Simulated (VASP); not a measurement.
# C in VASP: further runs

C is run at these levels: PBE+D3(BJ); tasks: single point.

All numbers are computed with VASP 6.6.1; they aren't measurements. Logs are shortened: lines on timing, memory, paths and dates and some standing lists are left out, and cuts for length are marked.

## (1) The cell of the first run

The cell holds a slab with vacuum, 4 atoms: a = 2.466 Å, b = 2.466 Å, c = 17.500 Å, α = 90.00°, β = 90.00°, γ = 120.00°.

## (2) Single point, PBE+D3(BJ)

File INCAR:

```
SYSTEM = C
PREC = Accurate
ENCUT = 520
EDIFF = 1E-6
ISMEAR = 0
SIGMA = 0.1
LREAL = .FALSE.
LASPH = .TRUE.
NELM = 80
ALGO = Normal
ISIF = 2
LWAVE = .FALSE.
LCHARG = .TRUE.
LDIPOL = .TRUE.
IDIPOL = 3
DIPOL = 0.5 0.5 0.356
GGA = PE
IVDW = 12
LELF = .TRUE.
LVHAR = .TRUE.
LVACPOTAV = .TRUE.
NBANDS = 16
```

File KPOINTS:

```
regular mesh
0
G
  15 15 1
  0 0 0
```

File POSCAR:

```
C
1.0
    2.4657189596      0.0000000000      0.0000000000
   -1.2328594798      2.1353752576      0.0000000000
    0.0000000000      0.0000000000     17.5000000000
C
4
Direct
    0.3333333334      0.6666666667      0.2571429258
    0.6666666667      0.3333333333      0.2571473186
    0.5000000000      1.0000000000      0.4558025937
    0.8333333334      0.6666666667      0.4558095859
```

Potentials or basis: VASP PAW PBE potentials, release 64 (C).

On the command line:

```bash
cat potpaw_PBE.64/C/POTCAR > POTCAR
mpirun -np 1 vasp_std > vasp.out
```

OUTCAR:

```text
SYSTEM = C
   PREC = Accurate
   ENCUT = 520
   EDIFF = 1E-6
   ISMEAR = 0
   LREAL = .FALSE.
   LASPH = .TRUE.
   NELM = 80
   ISIF = 2
   GGA = PE
   IVDW = 12
 IVDW          = 12

 ion  position               nearest neighbor table
   1  0.333  0.667  0.257-   2 1.42   2 1.42   2 1.42
   2  0.667  0.333  0.257-   1 1.42   1 1.42   1 1.42
   3  0.500  0.000  0.456-   4 1.42   4 1.42   4 1.42
   4  0.833  0.667  0.456-   3 1.42   3 1.42   3 1.42

  LATTYP: Found a hexagonal cell.
 ALAT       =     2.4657189596
 C/A-ratio  =     7.0973214250

  Lattice vectors:

 A1 = (   2.4657189596,   0.0000000000,   0.0000000000)
 A2 = (  -1.2328594798,   2.1353752576,   0.0000000000)
 A3 = (   0.0000000000,   0.0000000000,  17.5000000000)

Analysis of symmetry for initial positions (statically):
=====================================================================
 Subroutine PRICEL returns:
 Original cell was already a primitive cell.

 Routine SETGRP: Setting up the symmetry group for a
 hexagonal supercell.

 Subroutine GETGRP returns: Found  4 space group operations
 (whereof  2 operations were pure point group operations)
 out of a pool of 24 trial point group operations.

The static configuration has the point symmetry C_1h.
 The point group associated with its full space group is C_2h.

Analysis of symmetry for dynamics (positions and initial velocities):
=====================================================================
 Subroutine PRICEL returns:
 Original cell was already a primitive cell.

 Routine SETGRP: Setting up the symmetry group for a
 hexagonal supercell.

 Subroutine GETGRP returns: Found  4 space group operations
 (whereof  2 operations were pure point group operations)
 out of a pool of 24 trial point group operations.

The dynamic configuration has the point symmetry C_1h.
 The point group associated with its full space group is C_2h.

 Subroutine INISYM returns: Found  4 space group operations
 (whereof  2 operations are pure point group operations),
 and found     1 'primitive' translations

----------------------------------------------------------------------------------------

                                     Primitive cell

  volume of cell :      92.1416

  direct lattice vectors                    reciprocal lattice vectors
     2.465718960  0.000000000  0.000000000     0.405561224  0.234150882  0.000000000
    -1.232859480  2.135375258  0.000000000     0.000000000  0.468301764  0.000000000
     0.000000000  0.000000000 17.500000000     0.000000000  0.000000000  0.057142857

  length of vectors
     2.465718960  2.465718960 17.500000000     0.468301764  0.468301764  0.057142857

  position of ions in fractional coordinates (direct lattice)
     0.333333333  0.666666667  0.257142926
     0.666666667  0.333333333  0.257147319
     0.500000000  0.000000000  0.455802594
     0.833333333  0.666666667  0.455809586

  ion indices of the primitive-cell ions
   primitive index   ion index
                 1           1
                 2           2
                 3           3
                 4           4

----------------------------------------------------------------------------------------

 KPOINTS: regular mesh

Automatic generation of k-mesh.
 Grid dimensions read from file:
 generate k-points for:   15   15    1

 Generating k-lattice:

  Cartesian coordinates                     Fractional coordinates (reciprocal lattice)
     0.027037415  0.015610059  0.000000000     0.066666667  0.000000000  0.000000000
     0.000000000  0.031220118  0.000000000     0.000000000  0.066666667  0.000000000
     0.000000000  0.000000000  0.057142857     0.000000000  0.000000000  1.000000000

  Length of vectors
     0.031220118  0.031220118  0.057142857

  Shift w.r.t. Gamma in fractional coordinates (k-lattice)
     0.000000000  0.000000000  0.000000000

 Subroutine IBZKPT returns following result:
 ===========================================

 Found     64 irreducible k-points:

 Following reciprocal coordinates:
            Coordinates               Weight
  0.000000  0.000000  0.000000      1.000000
  0.066667  0.000000  0.000000      4.000000
  0.000000  0.066667  0.000000      2.000000
  0.133333  0.000000  0.000000      4.000000
  0.000000  0.133333  0.000000      2.000000
  0.200000  0.000000  0.000000      4.000000
[... 16 lines left out ...]
 -0.266667  0.200000  0.000000      4.000000
  0.266667  0.066667  0.000000      4.000000
 [... further k-points ...]
   k-points           NKPTS =     64   k-points in BZ     NKDIM =     64   number of bands    NBANDS=     16
   number of dos      NEDOS =    301   number of ions     NIONS =      4
   total plane-waves  NPLWV =  45360
   dimension x,y,z NGX =    18 NGY =   18 NGZ =  140
   dimension x,y,z NGXF=    36 NGYF=   36 NGZF=  280
   ions per type =               4
   NGX,Y,Z   is equivalent  to a cutoff of  12.14, 12.14, 13.30 a.u.
   NGXF,Y,Z  is equivalent  to a cutoff of  24.27, 24.27, 26.60 a.u.
 SYSTEM =  C
   PREC   = accura    normal or accurate (medium, high low for compatibility)
   ISTART =      0    job   : 0-new  1-cont  2-samecut
   ICHARG =      2    charge: 1-file 2-atom 10-const
   ISPIN  =      1    spin polarized calculation?
   LNONCOLLINEAR =      F non collinear calculations
   LSORBIT =      F    spin-orbit coupling
   LASPH  =      T    aspherical Exc in radial PAW
   ENCUT  =  520.0 eV  38.22 Ry    6.18 a.u.   4.58  4.58 32.54*2*pi/ulx,y,z
   NELM   =     80;   NELMIN=  2; NELMDL= -5     # of ELM steps
   EDIFF  = 0.1E-05   stopping-criterion for ELM
   LREAL  =      F    real-space projection
   EDIFFG = 0.1E-04   stopping-criterion for IOM
   NSW    =      0    number of steps for IOM
   IBRION =     -1    ionic relax: 0-MD 1-quasi-New 2-CG
   NFREE  =      0    steps in history (QN), initial steepest desc. (CG)
   ISIF   =      2    stress and relaxation
   ISYM   =      2    0-nonsym 1-usesym 2-fastsym
   POTIM  = 0.5000    time-step for ionic-motion
   TEBEG  =    0.0;   TEEND  =   0.0 temperature during run
   PSTRESS=    0.0 pullay stress
   NELECT =      16.0000    total number of electrons
   NUPDOWN=      -1.0000    fix difference up-down
   EMIN   =  10.00;   EMAX   =-10.00  energy-range for DOS
   EFERMI =   0.00;   METHOD = LEGACY
   ISMEAR =     0;   SIGMA  =   0.10  broadening in eV -4-tet -1-fermi 0-gaus
   EFERMI_NEDOS =   21; number of points for ismear=-14 and -15
   IALGO  =     38    algorithm
   IMIX   =      4    mixing-type and parameters
     AMIX     =   0.40;   BMIX     =  1.00
     AMIX_MAG =   1.60;   BMIX_MAG =  1.00
  volume/ion in A,a.u.               =      23.04       155.45
  Fermi-wavevector in a.u.,A,eV,Ry     =   0.913334  1.725951 11.349690  0.834179
  Thomas-Fermi vector in A             =   2.037833
   LORBIT       =      0    0 simple, 1 ext, 2 COOP (PROOUT), +10 PAW based schemes
   GGA     = PE    functional components
   LHFCALC =     F    Hartree Fock is set to
   AEXX    =    0.0000 exact exchange contribution
   IVDW    =    12    specifies the selected vdW correction
   LEPSILON=     F    determine dielectric tensor
   LRPA    =     F    only Hartree local field effects (RPA)
 non-spin polarized calculation
 Gauss-broadening in eV      SIGMA  =   0.10
  energy-cutoff  :      520.00
  volume of cell :       92.14
 maximum number of plane-waves:      2521
   NGX =  9   NGY =  9   NGZ = 65

 dipolmoment           0.000000      0.000000     -0.000147 electrons x Angstroem

 number of electron      15.9999996 magnetization

 dipolmoment           0.000000      0.000000      0.000174 electrons x Angstroem

 Free energy of the ion-electron system (eV)
  ---------------------------------------------------
  ext. energy  EPLUGINS =         0.00000000
  ---------------------------------------------------
  free energy    TOTEN  =       -36.87806406 eV

  energy without entropy =      -36.87802477  energy(sigma->0) =      -36.87804442

 E-fermi :  -0.8306     XC(G=0):  -4.4546

 val. band max:       -1.0110935003   @ k =   0.3333   0.3333   0.0000
 cond. band min:      -0.6501974891   @ k =   0.3333   0.3333   0.0000
 fundamental gap:      0.3608960111
 Fermi energy:        -0.8305592992

 k-point     1 :       0.0000    0.0000    0.0000
  band No.  band energies     occupation
      1     -20.4034      2.00000
      2     -20.2894      2.00000
      3      -8.8429      2.00000
      4      -8.0288      2.00000
      5      -3.8673      2.00000
      6      -3.8655      2.00000
[... 8 lines left out ...]
     15       7.4849      0.00000
     16       7.4919      0.00000

 k-point     2 :       0.0667    0.0000    0.0000
  band No.  band energies     occupation
      1     -20.2980      2.00000
      2     -20.1847      2.00000
      3      -8.7160      2.00000
      4      -7.9052      2.00000
      5      -4.2933      2.00000
      6      -4.2832      2.00000
[... 8 lines left out ...]
     15       7.5462      0.00000
     16       7.9380      0.00000

 k-point     3 :       0.0000    0.0667    0.0000
  band No.  band energies     occupation
      1     -20.2980      2.00000
      2     -20.1847      2.00000
      3      -8.7159      2.00000
      4      -7.9053      2.00000
      5      -4.2932      2.00000
      6      -4.2830      2.00000
[... 8 lines left out ...]
     15       7.5539      0.00000
     16       7.9300      0.00000
[... 362 lines left out ...]
 k-point    23 :      -0.2667    0.2000    0.0000
  band No.  band energies     occupation
      1     -19.0427      2.00000
      2     -18.9382      2.00000
      3      -7.8566      2.00000
      4      -7.8252      2.00000
      5      -7.2209      2.00000
      6      -6.4530      2.00000
[... 8 lines left out ...]
     15       7.5423      0.00000
     16       7.7835      0.00000

 k-point    24 :       0.2667    0.0667    0.0000
  band No.  band energies     occupation
      1     -18.2176      2.00000
      2     -18.1188      2.00000
      3      -9.5795      2.00000
      4      -9.5349      2.00000
      5      -6.6753      2.00000
      6      -6.6616      2.00000
[... 8 lines left out ...]
     15       7.4942      0.00000
     16       8.4710      0.00000

 [... further k-points ...]

------------------------ aborting loop because EDIFF is reached ----------------------------------------

 Edisp (eV)   -0.46790

 E8    (eV) :    -0.1394

  FORCE on cell =-STRESS in cart. coord.  units (eV):
  Direction    XX          YY          ZZ          XY          YZ          ZX
  --------------------------------------------------------------------------------------
  -------------------------------------------------------------------------------------
  Total       0.09611     0.11673    -0.02374     0.00000     0.05529     0.00000
  in kB       1.67126     2.02971    -0.41280     0.00000     0.96132     0.00000
  external pressure =        1.10 kB  Pullay stress =        0.00 kB

 VOLUME and BASIS-vectors are now :
 -----------------------------------------------------------------------------
  energy-cutoff  :      520.00
  volume of cell :       92.14
      direct lattice vectors                 reciprocal lattice vectors
     2.465718960  0.000000000  0.000000000     0.405561224  0.234150882  0.000000000
    -1.232859480  2.135375258  0.000000000     0.000000000  0.468301764  0.000000000
     0.000000000  0.000000000 17.500000000     0.000000000  0.000000000  0.057142857

 POSITION                                       TOTAL-FORCE (eV/Angst)
 -----------------------------------------------------------------------------------
      0.00000      1.42358      4.50000         0.000000     -0.007470     -0.000505
      1.23286      0.71179      4.50008         0.000000     -0.008430      0.000055
      1.23286      0.00000      7.97655        -0.000000      0.008430     -0.000055
      1.23286      1.42358      7.97667        -0.000000      0.007470      0.000505
 -----------------------------------------------------------------------------------
    total drift:                               -0.000000      0.000000      0.040435

  FREE ENERGIE OF THE ION-ELECTRON SYSTEM (eV)
  ---------------------------------------------------
  free  energy   TOTEN  =       -37.3459626877 eV

  energy  without entropy=      -37.3459233990  energy(sigma->0) =      -37.34594304

 vacuum level on the upper side and lower side of the slab         3.442         3.436
```

It took 4 min on 1 thread of AMD EPYC, shared host; peak memory 0.2 GiB.

Results:

```
Free energy                : -37.3460 eV
Largest force              : 0.008 eV/Å
Band gap on the k mesh     : 0.36 eV, direct
Dispersion energy per atom : -0.117 eV
```

Forces in eV/Å, atoms in the order of the input:
```
C    0.000 -0.007 -0.001
C    0.000 -0.008  0.000
C    0.000  0.008  0.000
C    0.000  0.007  0.001
```

Levels at points of the mesh, in eV from the valence-band top:
```csv
k point,band 5,band 6,band 7,band 8,band 9,band 10,band 11,band 12
"(0.00, 0.00, 0.00)",-2.86,-2.85,-2.85,-2.85,3.57,4.04,4.93,6.68
```

## (3) Single point, PBE+D3(BJ)

File INCAR:

```
SYSTEM = C
ALGO = Normal
DIPOL = 0.5 0.5 0.356
EDIFF = 1E-6
ENCUT = 520
GGA = PE
IDIPOL = 3
ISIF = 2
ISMEAR = 0
IVDW = 12
LASPH = .True.
LCHARG = .False.
LDIPOL = .True.
LREAL = .False.
LWAVE = .False.
NBANDS = 16
NELM = 60
PREC = Accurate
SIGMA = 0.1
```

File KPOINTS:

```
k-points
0
Gamma
  15 15 1
  0 0 0
```

File POSCAR:

```
C
1.0
    2.4657189596      0.0000000000      0.0000000000
   -1.2328594798      2.1353752576      0.0000000000
    0.0000000000      0.0000000000     17.5000000000
C
4
Direct
    0.3333333333      0.6666666666      0.2571429258
    0.6666666667      0.3333333333      0.2571426180
    0.3333333333      1.0000000000      0.4546391115
    0.6666666667      0.6666666667      0.4546391115
```

Potentials or basis: VASP PAW PBE potentials, release 64 (C).

On the command line:

```bash
cat potpaw_PBE.64/C/POTCAR > POTCAR
mpirun -np 1 vasp_std > vasp.out
```

Run time: 52 s. Hardware: 1 thread of Intel Xeon 6975P-C (Granite Rapids), shared host; peak memory 0.23 GiB.

Results (log left out):

```yaml
Free_energy: -37.3475 eV
Largest_force: 0.007 eV/Å
Band_gap_on_the_k_mesh: 0.32 eV, direct
Dispersion_energy_per_atom: -0.117 eV
```

Forces on the atoms (eV/Å):
```
C    0.005 -0.006  0.000
C    0.002 -0.007  0.000
C   -0.002  0.007  0.000
C   -0.005  0.006  0.000
```

Levels at points of the mesh, in eV from the valence-band top:
```
           k point  band 4  band 5  band 6  band 7  band 8  band 9  band 10  band 11  band 12  band 13
(0.00, 0.00, 0.00)   -7.02   -2.87   -2.87   -2.87   -2.87    3.55     4.02     4.92     6.70     6.74
```

## (4) Single point, PBE+D3(BJ)

File INCAR:

```
ALGO = Normal
DIPOL = 0.5 0.5 0.358
EDIFF = 1E-6
ENCUT = 520
GGA = PE
IDIPOL = 3
ISIF = 2
ISMEAR = 0
IVDW = 12
LASPH = T
LCHARG = T
LDIPOL = T
LELF = T
LREAL = F
LVACPOTAV = T
LVHAR = T
LWAVE = F
NBANDS = 16
NELM = 60
PREC = Accurate
SIGMA = 0.1
```

File KPOINTS:

```
k-points
0
Gamma
  15 15 1
```

File POSCAR:

```
C
1.0
    2.4657189596      0.0000000000      0.0000000000
   -1.2328594798      2.1353752576      0.0000000000
    0.0000000000      0.0000000000     17.5000000000
C
4
Direct
    0.3333333333      0.6666666666      0.2571429258
    0.6666666667      0.3333333333      0.2571386246
    0.3333333333      0.8333333333      0.4592148658
    0.6666666667      0.5000000000      0.4592148274
```

On the command line:

```bash
cat potpaw_PBE.64/C/POTCAR > POTCAR
mpirun -np 1 vasp_std > vasp.out
```

It took 59 s on 1 thread of Intel Xeon 6975P-C (Granite Rapids), shared host; peak memory 0.24 GiB.

It converged, with:

```
Free energy                : -37.3416 eV
Largest force              : 0.006 eV/Å
Band gap on the k mesh     : 0.43 eV, direct
Dispersion energy per atom : -0.116 eV
```

Forces in eV/Å, atoms in the order of the input:
```
C    0.003 -0.005  0.000
C    0.003 -0.005  0.000
C   -0.003  0.005  0.000
C   -0.003  0.005  0.000
```

Levels at points of the mesh, in eV from the valence-band top:
```tsv
k point	band 6	band 7	band 8	band 9	band 10	band 11
(0.00, 0.00, 0.00)	-2.82	-2.82	-2.82	3.58	4.06	4.95
```
